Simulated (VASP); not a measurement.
# Ca in VASP: single point with r2SCAN

Aim: the single point of Ca with r2SCAN.

Everything below comes from runs of VASP 6.6.1. Logs are shortened: lines on timing, memory, paths and dates and some standing lists are left out, and cuts for length are marked.

### Step 1. The cell of the first run

The cell holds a slab with vacuum, 6 atoms: a = 6.336 Å, b = 3.880 Å, c = 25.145 Å, α = 90.00°, β = 90.00°, γ = 90.00°.

### Step 2. Single point, r2SCAN

File POSCAR:

```
Ca
1.0
    6.3356767594      0.0000000000      0.0000000000
    0.0000000000      3.8797938090      0.0000000000
    0.0000000000      0.0000000000     25.1447617064
Ca
6
Direct
    0.0000000000      0.0000000000      0.3181577178
    0.5000000000      0.3333333333      0.3908946307
    0.0000000000      0.6666666667      0.4636315436
    0.5000000000      1.0000000000      0.5363684564
    0.0000000000      0.3333333333      0.6091053693
    0.5000000000      0.6666666667      0.6818422822
```

File INCAR.step1:

```
SYSTEM = Ca
  PREC = Accurate
  ENCUT = 520
  ISMEAR = 1
  SIGMA = 0.1
  LREAL = .FALSE.
  LASPH = .TRUE.
  NELM = 100
  LDIPOL = .TRUE.
  IDIPOL = 3
  DIPOL = 0.5 0.5 0.500
  NBANDS = 39
  GGA = PE
  ALGO = Normal
  EDIFF = 1E-4
  LWAVE = .TRUE.
  LCHARG = .FALSE.
```

File INCAR.step2:

```
SYSTEM = Ca
  PREC = Accurate
  ENCUT = 520
  EDIFF = 1E-6
  ISMEAR = 1
  SIGMA = 0.1
  LREAL = .FALSE.
  LASPH = .TRUE.
  NELM = 100
  ALGO = Normal
  ISIF = 2
  LWAVE = .FALSE.
  LCHARG = .TRUE.
  LDIPOL = .TRUE.
  IDIPOL = 3
  DIPOL = 0.5 0.5 0.500
  METAGGA = R2SCAN
  LMIXTAU = .TRUE.
  LELF = .TRUE.
  LVHAR = .TRUE.
  LVACPOTAV = .TRUE.
  NBANDS = 39
  ISTART = 1
```

File KPOINTS:

```
regular mesh
0
G
  3 5 1
  0 0 0
```

Potentials or basis: VASP PAW PBE potentials, release 64 (Ca_sv).

Started as:

```console
> cat potpaw_PBE.64/Ca_sv/POTCAR > POTCAR
> cp INCAR.step1 INCAR
> mpirun -np 1 vasp_std > vasp.out
> cp INCAR.step2 INCAR
> mpirun -np 1 vasp_std > vasp.out
```

OUTCAR:

```text
SYSTEM = Ca
   PREC = Accurate
   ENCUT = 520
   EDIFF = 1E-6
   ISMEAR = 1
   LREAL = .FALSE.
   LASPH = .TRUE.
   NELM = 100
   ISIF = 2
   METAGGA = R2SCAN
   ISTART = 1

 ion  position               nearest neighbor table
   1  0.000  0.000  0.318-
   2  0.500  0.333  0.391-
   3  0.000  0.667  0.464-
   4  0.500  0.000  0.536-
   5  0.000  0.333  0.609-
   6  0.500  0.667  0.682-

  LATTYP: Found a simple orthorhombic cell.
 ALAT       =     3.8797938090
 B/A-ratio  =     1.6329931618
 C/A-ratio  =     6.4809530981

  Lattice vectors:

 A1 = (   0.0000000000,  -3.8797938090,   0.0000000000)
 A2 = (   6.3356767594,   0.0000000000,   0.0000000000)
 A3 = (   0.0000000000,   0.0000000000,  25.1447617064)

Analysis of symmetry for initial positions (statically):
=====================================================================
 Subroutine PRICEL returns:
 Original cell was already a primitive cell.

 Routine SETGRP: Setting up the symmetry group for a
 simple orthorhombic supercell.

 Subroutine GETGRP returns: Found  4 space group operations
 (whereof  2 operations were pure point group operations)
 out of a pool of  8 trial point group operations.

The static configuration has the point symmetry C_1h.
 The point group associated with its full space group is C_2h.

Analysis of symmetry for dynamics (positions and initial velocities):
=====================================================================
 Subroutine PRICEL returns:
 Original cell was already a primitive cell.

 Routine SETGRP: Setting up the symmetry group for a
 simple orthorhombic supercell.

 Subroutine GETGRP returns: Found  4 space group operations
 (whereof  2 operations were pure point group operations)
 out of a pool of  8 trial point group operations.

The dynamic configuration has the point symmetry C_1h.
 The point group associated with its full space group is C_2h.

 Subroutine INISYM returns: Found  4 space group operations
 (whereof  2 operations are pure point group operations),
 and found     1 'primitive' translations

----------------------------------------------------------------------------------------

                                     Primitive cell

  volume of cell :     618.0864
[... 79 lines left out ...]
   LREAL  =      F    real-space projection
   EDIFFG = 0.1E-04   stopping-criterion for IOM
   NSW    =      0    number of steps for IOM
   IBRION =     -1    ionic relax: 0-MD 1-quasi-New 2-CG
   NFREE  =      0    steps in history (QN), initial steepest desc. (CG)
   ISIF   =      2    stress and relaxation
   ISYM   =      2    0-nonsym 1-usesym 2-fastsym
   POTIM  = 0.5000    time-step for ionic-motion
   TEBEG  =    0.0;   TEEND  =   0.0 temperature during run
   PSTRESS=    0.0 pullay stress
   NELECT =      60.0000    total number of electrons
   NUPDOWN=      -1.0000    fix difference up-down
   EMIN   =  10.00;   EMAX   =-10.00  energy-range for DOS
   EFERMI =   0.00;   METHOD = LEGACY
   ISMEAR =     1;   SIGMA  =   0.10  broadening in eV -4-tet -1-fermi 0-gaus
   EFERMI_NEDOS =   21; number of points for ismear=-14 and -15
   IALGO  =     38    algorithm
   IMIX   =      4    mixing-type and parameters
     AMIX     =   0.40;   BMIX     =  1.00
     AMIX_MAG =   1.60;   BMIX_MAG =  1.00
  volume/ion in A,a.u.               =     103.01       695.18
  Fermi-wavevector in a.u.,A,eV,Ry     =   0.752389  1.421808  7.702102  0.566089
  Thomas-Fermi vector in A             =   1.849588
   LORBIT       =      0    0 simple, 1 ext, 2 COOP (PROOUT), +10 PAW based schemes
   METAGGA = R2SCAN    functional components
   LHFCALC =     F    Hartree Fock is set to
   AEXX    =    0.0000 exact exchange contribution
   IVDW    =     0    specifies the selected vdW correction
   LEPSILON=     F    determine dielectric tensor
   LRPA    =     F    only Hartree local field effects (RPA)
 non-spin polarized calculation
 Methfessel and Paxton  Order N= 1 SIGMA  =   0.10
  energy-cutoff  :      520.00
  volume of cell :      618.09
 maximum number of plane-waves:     16690
 NGX is ok and might be reduce to    48
   NGX = 23   NGY = 15   NGZ = 93

 number of electron      60.0000006 magnetization

 dipolmoment           0.000000      0.000000      0.000000 electrons x Angstroem

 Free energy of the ion-electron system (eV)
  ---------------------------------------------------
  ext. energy  EPLUGINS =         0.00000000
  ---------------------------------------------------
  free energy    TOTEN  =       -40.25529743 eV

  energy without entropy =      -40.24867164  energy(sigma->0) =      -40.25308883

 E-fermi :  -0.6817     XC(G=0):  -4.1811

 val. band max:       -0.6875042903   @ k =   0.0000   0.2000   0.0000
 cond. band min:      -0.6741337351   @ k =   0.3333   0.2000   0.0000
 fundamental gap:      0.0133705552
 Fermi energy:        -0.6817274146

 k-point     1 :       0.0000    0.0000    0.0000
  band No.  band energies     occupation
      1     -45.4360      2.00000
      2     -45.4360      2.00000
      3     -44.8250      2.00000
      4     -44.8249      2.00000
      5     -44.5734      2.00000
      6     -44.5676      2.00000
[... 241 lines left out ...]
     38       0.4556     -0.00000
     39       0.7333     -0.00000

------------------------ aborting loop because EDIFF is reached ----------------------------------------

  FORCE on cell =-STRESS in cart. coord.  units (eV):
  Direction    XX          YY          ZZ          XY          YZ          ZX
  --------------------------------------------------------------------------------------
  -------------------------------------------------------------------------------------
  Total       -2.2396162     -0.1387338     -2.4307676      0.0000000      0.3556044      0.0000000
  in kB       -5.8054380     -0.3596199     -6.3009327      0.0000000      0.9217827      0.0000000
  external PRESSURE =      -4.1553302 kB  Pullay stress =       0.0000000 kB

 VOLUME and BASIS-vectors are now :
 -----------------------------------------------------------------------------
  energy-cutoff  :      520.00
  volume of cell :      618.09
      direct lattice vectors                 reciprocal lattice vectors
     6.335676759  0.000000000  0.000000000     0.157836335  0.000000000  0.000000000
     0.000000000  3.879793809  0.000000000     0.000000000  0.257745656  0.000000000
     0.000000000  0.000000000 25.144761706     0.000000000  0.000000000  0.039769715

 POSITION                                       TOTAL-FORCE (eV/Angst)
 -----------------------------------------------------------------------------------
      0.00000      0.00000      8.00000         0.000000     -0.119905      0.232181
      3.16784      1.29326      9.82895         0.000000      0.138185      0.063013
      0.00000      2.58653     11.65790         0.000000     -0.009497     -0.071844
      3.16784      0.00000     13.48686         0.000000      0.009497      0.071844
      0.00000      1.29326     15.31581         0.000000     -0.138185     -0.063013
      3.16784      2.58653     17.14476         0.000000      0.119905     -0.232181
 -----------------------------------------------------------------------------------
    total drift:                                0.000000      0.000000      0.000000

  FREE ENERGIE OF THE ION-ELECTRON SYSTEM (eV)
  ---------------------------------------------------
  free  energy   TOTEN  =       -40.2552974328 eV

  energy  without entropy=      -40.2486716369  energy(sigma->0) =      -40.25308883

 vacuum level on the upper side and lower side of the slab         2.075         2.075
```

OUTCAR.step1:

```text
SYSTEM = Ca
   PREC = Accurate
   ENCUT = 520
   ISMEAR = 1
   LREAL = .FALSE.
   LASPH = .TRUE.
   NELM = 100
   GGA = PE
[... 475 lines left out ...]
      0.00000      1.29326     15.31581         0.000000     -0.132587     -0.056311
      3.16784      2.58653     17.14476         0.000000      0.115827     -0.250503
 -----------------------------------------------------------------------------------
    total drift:                                0.000000      0.000000     -0.000000

  FREE ENERGIE OF THE ION-ELECTRON SYSTEM (eV)
  ---------------------------------------------------
  free  energy   TOTEN  =        -9.7499138749 eV

  energy  without entropy=       -9.7456620642  energy(sigma->0) =       -9.74849660

 vacuum level on the upper side and lower side of the slab         1.733         1.733
```

Wall time 23 min (1 thread of Intel Xeon Platinum 8488C (Sapphire Rapids), shared host); peak memory 0.73 GiB.

What came out:

| Quantity | Value |
| --- | --- |
| Free energy | -40.2553 eV |
| Largest force | 0.261 eV/Å |
| Band gap on the k mesh | zero (band 30 reaches -0.54 eV, above the bottom of band 31 at -0.83 eV) |

Forces on the atoms (eV/Å):
```
Ca   0.000 -0.120  0.232
Ca   0.000  0.138  0.063
Ca   0.000 -0.009 -0.072
Ca   0.000  0.009  0.072
Ca   0.000 -0.138 -0.063
Ca   0.000  0.120 -0.232
```

Levels at points of the mesh, in eV from the Fermi level:
```tsv
k point	band 27	band 28	band 29	band 30	band 31	band 32	band 33	band 34
(0.00, 0.00, 0.00)	-2.18	-1.03	-0.51	-0.08	0.07	0.08	0.14	0.67
```

Caveat: the PAW data sets were made with another functional, which shifts forces and pressure a little.
